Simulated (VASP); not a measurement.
Set up this calculation in VASP 6.6.1, as the native input.

* Task: single point
* Functional: RPBE
* Potentials or basis: VASP PAW PBE potentials, release 64 (Ga_d, N)
* Cutoff: 520 eV
* k mesh: 10 × 10 × 10
* Occupations: fermi-dirac, width 0.05 eV
* Spin: no spin polarisation
* Dipole correction: no
* Further INCAR settings: ALGO = Normal; EDIFF = 1e-06; NBANDS = 16

The structure of GaN lies in POSCAR:

```
GaN
1.0
    0.0000000000      2.2074978911      2.2074978911
    2.2074978911      0.0000000000      2.2074978911
    2.2074978911      2.2074978911      0.0000000000
Ga N
1 1
Direct
    0.0000000000      0.0000000000      0.0000000000
    0.2500000000      0.2500000000      0.2500000000
```

The input as run:

INCAR

```
SYSTEM = GaN
PREC     = Accurate       ! precision mode
ENCUT    = 520            ! plane-wave cutoff, eV
EDIFF    = 1E-6           ! SCF threshold, eV
ISMEAR   = -1             ! smearing method
SIGMA    = 0.05           ! smearing width, eV
LREAL    = .False.        ! projectors in reciprocal space
LASPH    = .True.         ! aspherical terms in the spheres
NELM     = 60             ! most SCF steps
ALGO     = Normal         ! electronic algorithm
ISIF     = 2              ! what is computed and relaxed
LWAVE    = .False.        ! write WAVECAR
LCHARG   = .True.         ! write CHGCAR
GGA      = RP             ! functional
LELF     = .True.         ! ELF
LVHAR    = .True.       
NBANDS   = 16             ! bands
```

KPOINTS

```
regular mesh
0
Gamma
  10 10 10
  0 0 0
```

Potentials or basis: VASP PAW PBE potentials, release 64 (Ga_d, N).

Run with:

```console
$ cat potpaw_PBE.64/Ga_d/POTCAR potpaw_PBE.64/N/POTCAR > POTCAR
$ mpirun -np 1 vasp_std > vasp.out
```

Results of the run:

The pressure is 22.9 GPa. The band gap on the k mesh is 2.18 eV, direct.

Caveat: the PAW data sets were made with another functional, which shifts forces and pressure a little.

It took 15 s on 1 thread of Intel(R) Xeon(R) Platinum 8259CL CPU @ 2.50GHz (Skylake/Cascade Lake) (shared host), peak memory 0.14 GiB.
